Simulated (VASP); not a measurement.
# BaTiO3 (R3m) in VASP: further runs

The runs below take BaTiO3 through single point, with r2SCAN.

Everything below comes from runs of VASP 6.6.1. Logs are shortened: lines on timing, memory, paths and dates and some standing lists are left out, and cuts for length are marked.

### 1 The cell of the first run

Symmetry: R3m, No. 160, trigonal system. The conventional cell has a = 5.731 Å, b = 5.731 Å, c = 7.077 Å, α = 90.00°, β = 90.00°, γ = 120.00°. Ba (site symmetry 3m) has 12 O at 2.79 to 2.98 Å and 8 Ti at 3.43 to 3.65 Å within 3.7 Å. Ti (site symmetry 3m) has 6 O at 1.86 to 2.22 Å within 2.5 Å. Within 2.5 Å of O (site symmetry m) lie 2 Ti at 1.86 to 2.22 Å.

### 2 Single point, r2SCAN (13.42 Å³/atom)

Input file POSCAR:

```
BaTiO3
1.0
    2.8654222699      1.6543523189      2.3590004853
   -2.8654222699      1.6543523189      2.3590004853
    0.0000000000     -3.3087046378      2.3590004853
Ba Ti O
1 1 3
Direct
   -0.0052092141     -0.0052092141     -0.0052092141
    0.4797143022      0.4797143022      0.4797143022
    0.5106916119      0.5106916119      0.0233116879
    0.0233116879      0.5106916119      0.5106916119
    0.5106916119      0.0233116879      0.5106916119
```

Input file INCAR.step1:

```
SYSTEM = BaTiO3
  PREC = Accurate
  ENCUT = 520
  ISMEAR = 0
  SIGMA = 0.02
  LREAL = .FALSE.
  LASPH = .TRUE.
  NELM = 80
  NBANDS = 28
  GGA = PE
  ALGO = Normal
  EDIFF = 1E-4
  LWAVE = .TRUE.
  LCHARG = .FALSE.
```

Input file INCAR.step2:

```
SYSTEM = BaTiO3
  PREC = Accurate
  ENCUT = 520
  EDIFF = 1E-6
  ISMEAR = 0
  SIGMA = 0.02
  LREAL = .FALSE.
  LASPH = .TRUE.
  NELM = 80
  ALGO = Normal
  ISIF = 2
  LWAVE = .FALSE.
  LCHARG = .FALSE.
  METAGGA = R2SCAN
  LMIXTAU = .TRUE.
  NBANDS = 28
  ISTART = 1
```

Input file KPOINTS:

```
Automatic mesh
0
G
  6 6 6
  0 0 0
```

Potentials or basis: VASP PAW PBE potentials, release 64 (Ba_sv, Ti_sv, O).

Run with:

```
> cat potpaw_PBE.64/Ba_sv/POTCAR potpaw_PBE.64/Ti_sv/POTCAR potpaw_PBE.64/O/POTCAR > POTCAR
> cp INCAR.step1 INCAR
> mpirun -np 1 vasp_std > vasp.out
> cp INCAR.step2 INCAR
> mpirun -np 1 vasp_std > vasp.out
```

OUTCAR:

```text
SYSTEM = BaTiO3
   PREC = Accurate
   ENCUT = 520
   EDIFF = 1E-6
   ISMEAR = 0
   LREAL = .FALSE.
   LASPH = .TRUE.
   NELM = 80
   ISIF = 2
   METAGGA = R2SCAN
   ISTART = 1

 ion  position               nearest neighbor table
   1  0.995  0.995  0.995-   4 2.79   5 2.79   3 2.79   3 2.87   3 2.87   5 2.87   4 2.87   4 2.87
                             5 2.87   4 2.98   5 2.98   3 2.98   2 3.43   2 3.48   2 3.48   2 3.48
   2  0.480  0.480  0.480-   4 1.86   5 1.86   3 1.86   5 2.22   4 2.22   3 2.22   1 3.43   1 3.48
                             1 3.48   1 3.48   1 3.55   1 3.55   1 3.55   1 3.65
   3  0.511  0.511  0.023-   2 1.86   2 2.22   1 2.79   1 2.87   1 2.87   1 2.98
   4  0.023  0.511  0.511-   2 1.86   2 2.22   1 2.79   1 2.87   1 2.87   1 2.98
   5  0.511  0.023  0.511-   2 1.86   2 2.22   1 2.79   1 2.87   1 2.87   1 2.98

  LATTYP: Found a trigonal (rhomboedric) cell.
 ALAT       =     4.0635464399
 COS(alpha) =     0.0055182800

  Lattice vectors:

 A1 = (   2.8654222699,   1.6543523189,   2.3590004853)
 A2 = (  -2.8654222699,   1.6543523189,   2.3590004853)
 A3 = (   0.0000000000,  -3.3087046378,   2.3590004853)

Analysis of symmetry for initial positions (statically):
=====================================================================
 Subroutine PRICEL returns:
 Original cell was already a primitive cell.

 Routine SETGRP: Setting up the symmetry group for a
 trigonal (rhombohedral) supercell.

 Subroutine GETGRP returns: Found  6 space group operations
 (whereof  6 operations were pure point group operations)
 out of a pool of 12 trial point group operations.

The static configuration has the point symmetry C_3v.

Analysis of symmetry for dynamics (positions and initial velocities):
=====================================================================
 Subroutine PRICEL returns:
 Original cell was already a primitive cell.

 Routine SETGRP: Setting up the symmetry group for a
 trigonal (rhombohedral) supercell.

 Subroutine GETGRP returns: Found  6 space group operations
 (whereof  6 operations were pure point group operations)
 out of a pool of 12 trial point group operations.

The dynamic configuration has the point symmetry C_3v.

 Subroutine INISYM returns: Found  6 space group operations
 (whereof  6 operations are pure point group operations),
 and found     1 'primitive' translations

----------------------------------------------------------------------------------------

                                     Primitive cell

  volume of cell :      67.0959

  direct lattice vectors                    reciprocal lattice vectors
     2.865422270  1.654352319  2.359000485     0.174494351  0.100744361  0.141302783
    -2.865422270  1.654352319  2.359000485    -0.174494351  0.100744361  0.141302783
     0.000000000 -3.308704638  2.359000485     0.000000000 -0.201488721  0.141302783

  length of vectors
     4.063546440  4.063546440  4.063546440     0.246097910  0.246097910  0.246097910

  position of ions in fractional coordinates (direct lattice)
     0.994790786  0.994790786  0.994790786
     0.479714302  0.479714302  0.479714302
     0.510691612  0.510691612  0.023311688
     0.023311688  0.510691612  0.510691612
     0.510691612  0.023311688  0.510691612

  ion indices of the primitive-cell ions
   primitive index   ion index
                 1           1
                 2           2
                 3           3
                 4           4
                 5           5

----------------------------------------------------------------------------------------

 KPOINTS: Automatic mesh

Automatic generation of k-mesh.
 Grid dimensions read from file:
 generate k-points for:    6    6    6

 Generating k-lattice:

  Cartesian coordinates                     Fractional coordinates (reciprocal lattice)
     0.029082392  0.016790727  0.023550464     0.166666667 -0.000000000 -0.000000000
    -0.029082392  0.016790727  0.023550464    -0.000000000  0.166666667 -0.000000000
     0.000000000 -0.033581454  0.023550464    -0.000000000 -0.000000000  0.166666667

  Length of vectors
     0.041016318  0.041016318  0.041016318

  Shift w.r.t. Gamma in fractional coordinates (k-lattice)
     0.000000000  0.000000000  0.000000000

 Subroutine IBZKPT returns following result:
 ===========================================

 Found     32 irreducible k-points:

 Following reciprocal coordinates:
            Coordinates               Weight
  0.000000  0.000000  0.000000      1.000000
  0.166667 -0.000000 -0.000000      6.000000
  0.333333 -0.000000 -0.000000      6.000000
  0.500000 -0.000000 -0.000000      3.000000
  0.166667  0.166667 -0.000000      6.000000
  0.333333  0.166667 -0.000000     12.000000
[... 16 lines left out ...]
  0.500000  0.500000  0.166667      6.000000
 -0.333333  0.500000  0.166667     12.000000
 [... further k-points ...]
   k-points           NKPTS =     32   k-points in BZ     NKDIM =     32   number of bands    NBANDS=     28
   number of dos      NEDOS =    301   number of ions     NIONS =      5
   total plane-waves  NPLWV =  27000
   dimension x,y,z NGX =    30 NGY =   30 NGZ =   30
   dimension x,y,z NGXF=    60 NGYF=   60 NGZF=   60
   ions per type =               1   1   3
   NGX,Y,Z   is equivalent  to a cutoff of  12.27, 12.27, 12.27 a.u.
   NGXF,Y,Z  is equivalent  to a cutoff of  24.55, 24.55, 24.55 a.u.
 SYSTEM =  BaTiO3
   PREC   = accura    normal or accurate (medium, high low for compatibility)
   ISTART =      1    job   : 0-new  1-cont  2-samecut
   ICHARG =      0    charge: 1-file 2-atom 10-const
   ISPIN  =      1    spin polarized calculation?
   LNONCOLLINEAR =      F non collinear calculations
   LSORBIT =      F    spin-orbit coupling
   LASPH  =      T    aspherical Exc in radial PAW
   ENCUT  =  520.0 eV  38.22 Ry    6.18 a.u.   7.56  7.56  7.56*2*pi/ulx,y,z
   NELM   =     80;   NELMIN=  2; NELMDL=  0     # of ELM steps
   EDIFF  = 0.1E-05   stopping-criterion for ELM
   LREAL  =      F    real-space projection
   EDIFFG = 0.1E-04   stopping-criterion for IOM
   NSW    =      0    number of steps for IOM
   IBRION =     -1    ionic relax: 0-MD 1-quasi-New 2-CG
   NFREE  =      0    steps in history (QN), initial steepest desc. (CG)
   ISIF   =      2    stress and relaxation
   ISYM   =      2    0-nonsym 1-usesym 2-fastsym
   POTIM  = 0.5000    time-step for ionic-motion
   TEBEG  =    0.0;   TEEND  =   0.0 temperature during run
   PSTRESS=    0.0 pullay stress
   NELECT =      40.0000    total number of electrons
   NUPDOWN=      -1.0000    fix difference up-down
   EMIN   =  10.00;   EMAX   =-10.00  energy-range for DOS
   EFERMI =   0.00;   METHOD = LEGACY
   ISMEAR =     0;   SIGMA  =   0.02  broadening in eV -4-tet -1-fermi 0-gaus
   EFERMI_NEDOS =   21; number of points for ismear=-14 and -15
   IALGO  =     38    algorithm
   IMIX   =      4    mixing-type and parameters
     AMIX     =   0.40;   BMIX     =  1.00
     AMIX_MAG =   1.60;   BMIX_MAG =  1.00
  volume/ion in A,a.u.               =      13.42        90.56
  Fermi-wavevector in a.u.,A,eV,Ry     =   1.377832  2.603724 25.829577  1.898420
  Thomas-Fermi vector in A             =   2.502949
   LORBIT       =      0    0 simple, 1 ext, 2 COOP (PROOUT), +10 PAW based schemes
   METAGGA = R2SCAN    functional components
   LHFCALC =     F    Hartree Fock is set to
   AEXX    =    0.0000 exact exchange contribution
   IVDW    =     0    specifies the selected vdW correction
   LEPSILON=     F    determine dielectric tensor
   LRPA    =     F    only Hartree local field effects (RPA)
 non-spin polarized calculation
 Gauss-broadening in eV      SIGMA  =   0.02
  energy-cutoff  :      520.00
  volume of cell :       67.10
 maximum number of plane-waves:      1856
   NGX = 15   NGY = 15   NGZ = 15

 number of electron      40.0000023 magnetization

 Free energy of the ion-electron system (eV)
  ---------------------------------------------------
  ext. energy  EPLUGINS =         0.00000000
  ---------------------------------------------------
  free energy    TOTEN  =       -74.26341724 eV

  energy without entropy =      -74.26341724  energy(sigma->0) =      -74.26341724

 E-fermi :   3.1770     XC(G=0): -11.6306

 val. band max:        3.0936549915   @ k =   0.5000   0.5000   0.5000
 cond. band min:       6.1266851165   @ k =   0.0000   0.0000   0.0000
 fundamental gap:      3.0330301250
 Fermi energy:         3.1770036951

 k-point     1 :       0.0000    0.0000    0.0000
  band No.  band energies     occupation
      1     -55.3814      2.00000
      2     -30.5869      2.00000
      3     -30.5869      2.00000
      4     -30.5863      2.00000
      5     -22.4710      2.00000
      6     -14.5683      2.00000
[... 20 lines left out ...]
     27       8.6908      0.00000
     28      10.8653      0.00000

 k-point     2 :       0.1667   -0.0000   -0.0000
  band No.  band energies     occupation
      1     -55.3812      2.00000
      2     -30.5988      2.00000
      3     -30.5865      2.00000
      4     -30.5860      2.00000
      5     -22.4465      2.00000
      6     -14.5769      2.00000
[... 20 lines left out ...]
     27       9.1945      0.00000
     28      11.5019      0.00000

 k-point     3 :       0.3333   -0.0000   -0.0000
  band No.  band energies     occupation
      1     -55.3807      2.00000
      2     -30.6224      2.00000
      3     -30.5857      2.00000
      4     -30.5852      2.00000
      5     -22.3965      2.00000
      6     -14.6608      2.00000
[... 20 lines left out ...]
     27      10.3752      0.00000
     28      11.9356      0.00000

 k-point     4 :       0.5000   -0.0000   -0.0000
  band No.  band energies     occupation
      1     -55.3805      2.00000
      2     -30.6342      2.00000
      3     -30.5853      2.00000
      4     -30.5848      2.00000
      5     -22.3711      2.00000
      6     -14.7227      2.00000
[... 578 lines left out ...]
     27      11.0298      0.00000
     28      12.0084      0.00000

 k-point    23 :       0.5000    0.5000    0.1667
  band No.  band energies     occupation
      1     -55.3794      2.00000
      2     -30.6313      2.00000
      3     -30.6306      2.00000
      4     -30.5949      2.00000
      5     -22.2924      2.00000
      6     -14.1220      2.00000
[... 20 lines left out ...]
     27      11.9977      0.00000
     28      12.3988      0.00000

 k-point    24 :      -0.3333    0.5000    0.1667
  band No.  band energies     occupation
      1     -55.3796      2.00000
      2     -30.6317      2.00000
      3     -30.6195      2.00000
      4     -30.5953      2.00000
      5     -22.3081      2.00000
      6     -14.2637      2.00000
[... 20 lines left out ...]
     27      11.6682      0.00000
     28      12.1799      0.00000

 [... further k-points ...]

------------------------ aborting loop because EDIFF is reached ----------------------------------------

  FORCE on cell =-STRESS in cart. coord.  units (eV):
  Direction    XX          YY          ZZ          XY          YZ          ZX
  --------------------------------------------------------------------------------------
  -------------------------------------------------------------------------------------
  Total       -0.5207272     -0.5207272     -0.6034201      0.0000000      0.0000000      0.0000000
  in kB      -12.4344031    -12.4344031    -14.4090196      0.0000000      0.0000000      0.0000000
  external PRESSURE =     -13.0926086 kB  Pullay stress =       0.0000000 kB

 VOLUME and BASIS-vectors are now :
 -----------------------------------------------------------------------------
  energy-cutoff  :      520.00
  volume of cell :       67.10
      direct lattice vectors                 reciprocal lattice vectors
     2.865422270  1.654352319  2.359000485     0.174494351  0.100744361  0.141302783
    -2.865422270  1.654352319  2.359000485    -0.174494351  0.100744361  0.141302783
     0.000000000 -3.308704638  2.359000485     0.000000000 -0.201488721  0.141302783

 POSITION                                       TOTAL-FORCE (eV/Angst)
 -----------------------------------------------------------------------------------
      0.00000      0.00000      7.04014         0.000000      0.000000      0.036100
      0.00000      0.00000      3.39494         0.000000     -0.000000      0.193252
      0.00000      1.61260      2.46444         0.000000      0.085898     -0.076451
     -1.39655     -0.80630      2.46444        -0.074390     -0.042949     -0.076451
      1.39655     -0.80630      2.46444         0.074390     -0.042949     -0.076451
 -----------------------------------------------------------------------------------
    total drift:                                0.000000      0.000005     -0.007075

  FREE ENERGIE OF THE ION-ELECTRON SYSTEM (eV)
  ---------------------------------------------------
  free  energy   TOTEN  =       -74.2634172447 eV

  energy  without entropy=      -74.2634172447  energy(sigma->0) =      -74.26341724
```

Wall time 6.1 min (1 thread of Intel Xeon 8259CL, shared host); peak memory 0.21 GiB.

What came out:

* Free energy: -74.2634 eV
* Pressure: -1.3 GPa
* Largest force: 0.193 eV/Å
* Band gap on the k mesh: 3.03 eV (least direct gap 3.61 eV)

Forces in eV/Å, atoms in the order of the input:
```
Ba   0.000  0.000  0.036
Ti   0.000  0.000  0.193
O    0.000  0.086 -0.076
O   -0.074 -0.043 -0.076
O    0.074 -0.043 -0.076
```

Caveat: the PAW data sets were made with another functional, which shifts forces and pressure a little; spin-orbit coupling is left out, which moves the levels of the heavy elements. A k mesh can miss the band edges.

### 3 Single point, r2SCAN (13.81 Å³/atom)

This run uses another cell than the first one, of 13.81 Å³/atom.

Input file POSCAR:

```
BaTiO3
1.0
    2.8900430362      1.6685671249      2.3865212988
   -2.8900430362      1.6685671249      2.3865212988
    0.0000000000     -3.3371342499      2.3865212988
Ba Ti O
1 1 3
Direct
   -0.0069860645     -0.0069860645     -0.0069860645
    0.4766035049      0.4766035049      0.4766035049
    0.5112801326      0.5112801326      0.0270222943
    0.0270222943      0.5112801326      0.5112801326
    0.5112801326      0.0270222943      0.5112801326
```

Input file INCAR.step1:

```
  ALGO = Normal
  EDIFF = 1E-4
  ENCUT = 520
  GGA = PE
  ISMEAR = 0
  LASPH = T
  LCHARG = F
  LREAL = F
  LWAVE = T
  NBANDS = 28
  NELM = 60
  PREC = Accurate
  SIGMA = 0.02
```

Input file INCAR.step2:

```
  ALGO = Normal
  EDIFF = 1E-6
  ENCUT = 520
  ISIF = 2
  ISMEAR = 0
  ISTART = 1
  LASPH = T
  LCHARG = F
  LMIXTAU = T
  LREAL = F
  LWAVE = F
  METAGGA = R2SCAN
  NBANDS = 28
  NELM = 60
  PREC = Accurate
  SIGMA = 0.02
```

Input file KPOINTS:

```
k-points
0
Gamma
  6 6 6
```

Potentials or basis: VASP PAW PBE potentials, release 64 (Ba_sv, Ti_sv, O).

Run with:

```
> cat potpaw_PBE.64/Ba_sv/POTCAR potpaw_PBE.64/Ti_sv/POTCAR potpaw_PBE.64/O/POTCAR > POTCAR
> cp INCAR.step1 INCAR
> mpirun -np 1 vasp_std > vasp.out
> cp INCAR.step2 INCAR
> mpirun -np 1 vasp_std > vasp.out
```

Run time: 4.5 min. Hardware: 1 thread of Intel Xeon 8259CL, shared host; peak memory 0.23 GiB.

Results (log left out):

```yaml
Free_energy: -74.2233 eV
Pressure: -3.9 GPa
Largest_force: 0.202 eV/Å
Band_gap_on_the_k_mesh: 3.18 eV (least direct gap 3.77 eV)
```

Forces in eV/Å, atoms in the order of the input:
```
Ba   0.000  0.000  0.028
Ti   0.000  0.000  0.202
O    0.000  0.104 -0.077
O   -0.090 -0.052 -0.077
O    0.090 -0.052 -0.077
```

Stress tensor (GPa, compression positive):
```
-3.78  0.00  0.00
 0.00 -3.78  0.00
 0.00  0.00 -4.04
```

Levels at points of the mesh, in eV from the valence-band top:
```
           k point  band 18  band 19  band 20  band 21  band 22  band 23
(0.00, 0.00, 0.00)    -0.81    -0.67    -0.67     3.20     3.20     3.38
(0.50, 0.00, 0.00)    -1.43    -1.14    -0.95     3.33     4.14     4.33
(0.50, 0.50, 0.00)    -0.94    -0.84    -0.09     4.23     4.28     4.56
(0.50, 0.50, 0.50)    -0.05    -0.05     0.00     4.50     4.80     4.80
```

Caveat: the cell stands under tension; the PAW data sets were made with another functional, which shifts forces and pressure a little; spin-orbit coupling is left out, which moves the levels of the heavy elements. A k mesh can miss the band edges.

### 4 Single point, r2SCAN (14.33 Å³/atom)

This run uses another cell than the first one, of 14.33 Å³/atom.

Input file POSCAR:

```
BaTiO3
1.0
    2.9209494798      1.6864109684      2.4244468255
   -2.9209494798      1.6864109684      2.4244468255
    0.0000000000     -3.3728219369      2.4244468254
Ba Ti O
1 1 3
Direct
   -0.0104520181     -0.0104520181     -0.0104520181
    0.4728058481      0.4728058481      0.4728058481
    0.5125721829      0.5125721829      0.0317018042
    0.0317018042      0.5125721829      0.5125721829
    0.5125721829      0.0317018042      0.5125721829
```

INCAR.step1: that of step 3 with these lines changed.

```diff
@@ -10,3 +10,3 @@
   NBANDS = 28
-  NELM = 60
+  NELM = 100
   PREC = Accurate
```

INCAR.step2: that of step 3 with these lines changed.

```diff
@@ -13,3 +13,3 @@
   NBANDS = 28
-  NELM = 60
+  NELM = 100
   PREC = Accurate
```

KPOINTS is that of step 3.

Run with:

```
> cat potpaw_PBE.64/Ba_sv/POTCAR potpaw_PBE.64/Ti_sv/POTCAR potpaw_PBE.64/O/POTCAR > POTCAR
> cp INCAR.step1 INCAR
> mpirun -np 1 vasp_std > vasp.out
> cp INCAR.step2 INCAR
> mpirun -np 1 vasp_std > vasp.out
```

Run time: 3.8 min. Hardware: 1 thread of Intel Xeon 8259CL, shared host; peak memory 0.23 GiB.

It converged, with:

```
Free energy            : -74.1269 eV
Pressure               : -6.4 GPa
Largest force          : 0.227 eV/Å
Band gap on the k mesh : 3.33 eV (least direct gap 3.94 eV)
```

Forces in eV/Å, atoms in the order of the input:
```
Ba   0.000  0.000  0.045
Ti   0.000  0.000  0.227
O    0.000  0.102 -0.091
O   -0.089 -0.051 -0.091
O    0.089 -0.051 -0.091
```

Stress tensor (GPa, compression positive):
```
-6.33  0.00  0.00
 0.00 -6.33  0.00
 0.00  0.00 -6.59
```

Levels at points of the mesh, in eV from the valence-band top:
| k point | band 18 | band 19 | band 20 | band 21 | band 22 | band 23 |
| --- | --- | --- | --- | --- | --- | --- |
| (0.00, 0.00, 0.00) | -0.88 | -0.79 | -0.79 | 3.42 | 3.42 | 3.61 |
| (0.50, 0.00, 0.00) | -1.36 | -1.20 | -0.97 | 3.53 | 4.16 | 4.39 |
| (0.50, 0.50, 0.00) | -0.95 | -0.81 | -0.09 | 4.23 | 4.33 | 4.58 |
| (0.50, 0.50, 0.50) | -0.06 | -0.06 | 0.00 | 4.42 | 4.79 | 4.79 |

Caveat: the cell stands under tension; the PAW data sets were made with another functional, which shifts forces and pressure a little; spin-orbit coupling is left out, which moves the levels of the heavy elements. A k mesh can miss the band edges.

### 5 Summary

```csv
cell,gap on the mesh (eV),pressure (GPa),largest force (eV/Å)
"a = 4.064 Å, angles 89.7°, 5 atoms, atomic positions A",3.03,-1.3,0.19
"a = 4.103 Å, angles 89.6°, 5 atoms, atomic positions B",3.18,-3.9,0.20
"a = 4.154 Å, angles 89.4°, 5 atoms, atomic positions C",3.33,-6.4,0.23
```

Alike in all rows: task single point; level r2SCAN; potentials or basis VASP PAW PBE potentials, release 64 (Ba_sv, Ti_sv, O); no spin polarisation; k mesh 6 × 6 × 6; cutoff (eV) 520; smearing gaussian 0.02 eV.

Caveats: the PAW data sets were made with another functional, which shifts forces and pressure a little; spin-orbit coupling is left out, which moves the levels of the heavy elements; the cell stands under tension (at least some runs).

Absolute energies hang on the potentials; compare differences alone.
